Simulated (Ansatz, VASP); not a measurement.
# Ga in VASP and in Ansatz

File INCAR:

```
SYSTEM = Ga
  ALGO = Normal
  EDIFF = 1E-8
  ENCUT = 520
  GGA = PE
  ISIF = 2
  ISMEAR = -1
  LASPH = .True.
  LCHARG = .False.
  LEFG = .True.
  LREAL = .False.
  LWAVE = .False.
  NBANDS = 20
  NELM = 100
  PREC = Accurate
  SIGMA = 0.05
```

KPOINTS

```
k-points
0
Gamma
  12 12 12
  0 0 0
```

The input POSCAR:

```
Ga
1.0
   -0.0587728561      2.9386428044      2.9386428044
    2.9386428044     -0.0587728561      2.9386428044
    2.8798699483      2.8798699483      0.0000000000
Ga
2
Direct
    0.0000000000      0.0000000000      0.0000000000
    0.2500000000      0.2500000000      0.2500000000
```

Input for Ansatz:

```yaml
crystal:
  lattice:
    - [-0.0587728561, 2.9386428044, 2.9386428044]
    - [2.9386428044, -0.0587728561, 2.9386428044]
    - [2.8798699483, 2.8798699483, 0.0]
  atoms:
    - { symbol: Ga, position: [0.0, 0.0, 0.0] }
    - { symbol: Ga, position: [0.25, 0.25, 0.25] }
kpoints:
  mp_grid: { grid: [12, 12, 12] }
scf:
  occupations: { method: fermi_dirac, width: 0.05 }
hamiltonian:
  xc: pbe
  pseudopotentials: { kind: all_electron, datasets: crystal }
output:
  forces: true
  stress: true
  eigenvalues: true
  efg: { contact_densities: true }
```

Change from the starting cell: xy shear strain of -4 %, crystal datasets.

Alike in both runs: task electric field gradients; functional PBE; k mesh 12 × 12 × 12; occupations fermi-dirac, width 0.05 eV; no spin polarisation.

|  | VASP | Ansatz |
| --- | --- | --- |
| version | VASP 6.6.1 | Ansatz 0.2.0 |
| potentials or method | VASP PAW PBE potentials, release 64 (Ga_d), cutoff 520 eV | all-electron PAW with datasets made for the crystal, scalar-relativistic |

```tsv
	VASP	Ansatz	Ansatz less VASP
pressure (GPa)	0.2	0.1	-0.09
traceless stress, the component that is largest in VASP (GPa)	1.34	1.33	-0.010
rms of the force components (eV/Å)	0.174	0.172	-0.0014
size of Vzz on the site where it differs most (V/Å²)	3.0	2.4	-0.61
```

Atom by atom the forces differ by 0.001 eV/Å (rms over components). Ansatz ran all-electron here, and VASP with PAW potentials.
